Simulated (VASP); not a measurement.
Input of a VASP 6.6.1 run:

POSCAR

```
Bi
1.0
   -4.4792173886      4.4792173886      2.0793120808
    4.4792173886     -4.4792173886      2.0793120808
    4.4792173886      4.4792173886     -2.0793120808
Bi
4
Direct
    0.1456555000      0.3543445000      0.5000000000
    0.8543445000      0.6456555000      0.5000000000
    0.6456555000      0.1456555000      0.7913110000
    0.3543445000      0.8543445000      0.2086890000
```

The input INCAR.step1:

```
SYSTEM = Bi
PREC = Accurate
ENCUT = 520
ISMEAR = -1
SIGMA = 0.05
LREAL = .FALSE.
LASPH = .TRUE.
NELM = 80
NBANDS = 38
GGA = PE
ALGO = Normal
EDIFF = 1E-4
LWAVE = .TRUE.
LCHARG = .FALSE.
```

The input INCAR.step2:

```
SYSTEM = Bi
PREC = Accurate
ENCUT = 520
EDIFF = 1E-7
ISMEAR = -1
SIGMA = 0.05
LREAL = .FALSE.
LASPH = .TRUE.
NELM = 80
ALGO = Normal
ISIF = 2
LWAVE = .FALSE.
LCHARG = .TRUE.
METAGGA = R2SCAN
LMIXTAU = .TRUE.
LELF = .TRUE.
LVHAR = .TRUE.
NBANDS = 38
ISTART = 1
```

Contents of KPOINTS:

```
Automatic mesh
0
G
  7 7 7
  0 0 0
```

Potentials or basis: VASP PAW PBE potentials, release 64 (Bi_d).

The run is started by

```console
$ cat potpaw_PBE.64/Bi_d/POTCAR > POTCAR
$ cp INCAR.step1 INCAR
$ mpirun -np 1 vasp_std > vasp.out
$ cp INCAR.step2 INCAR
$ mpirun -np 1 vasp_std > vasp.out
```

Problem. Estimate the largest force.

Solution. 0.104 eV/Å.

Problem. Predict the pressure.

Solution. -1.4 GPa.

Problem. Predict the band gap on the k mesh.

Solution. Zero (bands 30 and 31 overlap by 1.58 eV).

Stress tensor (GPa, compression positive):
```
-1.36  0.00  0.00
 0.00 -1.36  0.00
 0.00  0.00 -1.53
```

Caveat: the PAW data sets were made with another functional, which shifts forces and pressure a little; spin-orbit coupling is left out, which moves the levels of the heavy elements.
